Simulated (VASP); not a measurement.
Wanted: the native input for a VASP 6.6.1 run.

```yaml
Task: single point
Functional: PBE
Dispersion: D3(BJ)
Potentials_or_basis: VASP PAW PBE potentials, release 64 (Hf_pv, O)
Cutoff: 520 eV
k_mesh: 4 × 6 × 6
Occupations: gaussian, width 0.02 eV
Spin: no spin polarisation
Dipole_correction: no
Further_INCAR_settings: ALGO = Normal; EDIFF = 1e-06; NBANDS = 56
```

The structure of HfO2 lies in POSCAR:

```
HfO2
1.0
    5.2618663426      0.0000000000      0.0000000000
    0.0000000000      5.0446587666      0.0000000000
    0.0000000000      0.0000000000      5.0725886593
Hf O
4 8
Direct
    0.0327437043      0.2670961528      0.2416940980
    0.4672562957      0.2670961528      0.7416940980
    0.5327437043      0.7329038472      0.2416940980
    0.9672562957      0.7329038472      0.7416940980
    0.3675271901      0.0707054379      0.3803790092
    0.1324728099      0.0707054379      0.8803790092
    0.7327839466      0.4601546347      0.4909268929
    0.7672160534      0.4601546347      0.9909268929
    0.2672160534      0.5398453653      0.9909268929
    0.2327839466      0.5398453653      0.4909268929
    0.8675271901      0.9292945621      0.3803790092
    0.6324728099      0.9292945621      0.8803790092
```

The input as run:

INCAR

```
  PREC = Accurate
  ENCUT = 520
  EDIFF = 1E-6
  ISMEAR = 0
  SIGMA = 0.02
  LREAL = F
  LASPH = T
  NELM = 60
  ALGO = Normal
  ISIF = 2
  LWAVE = F
  LCHARG = T
  GGA = PE
  IVDW = 12
  LELF = T
  LVHAR = T
  NBANDS = 56
```

KPOINTS

```
Automatic mesh
0
Gamma
  4 6 6
```

Potentials or basis: VASP PAW PBE potentials, release 64 (Hf_pv, O).

Run with:

```sh
$ cat potpaw_PBE.64/Hf_pv/POTCAR potpaw_PBE.64/O/POTCAR > POTCAR
$ mpirun -np 1 vasp_std > vasp.out
```

Results of the run:

The pressure is -3.2 GPa and the largest force is 0.057 eV/Å. The band gap on the k mesh is 4.35 eV, indirect (least direct gap 4.59 eV) and the dispersion energy per atom is -0.232 eV.

Caveat: spin-orbit coupling is left out, which moves the levels of the heavy elements.

Wall time 2.7 min on 1 thread of Intel(R) Xeon(R) 6975P-C (Granite Rapids), with other jobs on the host, peak memory 0.4 GiB.
